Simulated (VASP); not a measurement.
Write the native input for VASP 6.6.1 that does the following.

| Item | Value |
| --- | --- |
| Task | single point |
| Functional | PBEsol |
| Potentials or basis | VASP PAW PBE potentials, release 64 (Fe) |
| Cutoff | 600 eV |
| k mesh | 13 × 13 × 13 |
| Occupations | fermi-dirac, width 0.05 eV |
| Spin | collinear spin, ferromagnetic start |
| Starting moments | [3.0] μB |
| Hubbard terms | Fe d U = 8.0 eV |
| Dipole correction | no |
| Further INCAR settings | ALGO = Normal; EDIFF = 1e-06; NBANDS = 14 |

The structure of Fe lies in POSCAR:

```
Fe
1.0
   -1.4430000000      1.4430000000      1.4430000000
    1.4430000000     -1.4430000000      1.4430000000
    1.4430000000      1.4430000000     -1.4430000000
Fe
1
Direct
    0.0000000000      0.0000000000      0.0000000000
```

These files were run (other wordings do the same):

INCAR

```
ALGO = Normal
EDIFF = 1E-6
ENCUT = 600
GGA = PS
GGA_COMPAT = False
ISIF = 2
ISMEAR = -1
ISPIN = 2
LASPH = True
LCHARG = False
LDAU = True
LDAUJ = 0
LDAUL = 2
LDAUPRINT = 1
LDAUTYPE = 2
LDAUU = 8
LMAXMIX = 4
LORBIT = 11
LREAL = False
LWAVE = False
MAGMOM = 3
NBANDS = 14
NELM = 200
PREC = Accurate
SIGMA = 0.05
```

KPOINTS

```
k-points
0
Gamma
  13 13 13
```

Potentials or basis: VASP PAW PBE potentials, release 64 (Fe).

The run is started by

```console
$ cat potpaw_PBE.64/Fe/POTCAR > POTCAR
$ mpirun -np 1 vasp_std > vasp.out
```

It gave:

The pressure is 12.7 GPa, the net moment is 3.08 μB per cell and the site moments are Fe +3.26 μB. The valence electrons inside the program's atomic spheres are Fe 7.24.

Caveat: the PAW data sets were made with another functional, which shifts forces and pressure a little; the U is typed as a test and isn't derived for this compound.

Run time: 64 s on 1 thread of AMD EPYC 7R43 64-Core Processor (Zen 3), with other jobs on the host, peak memory 0.11 GiB.
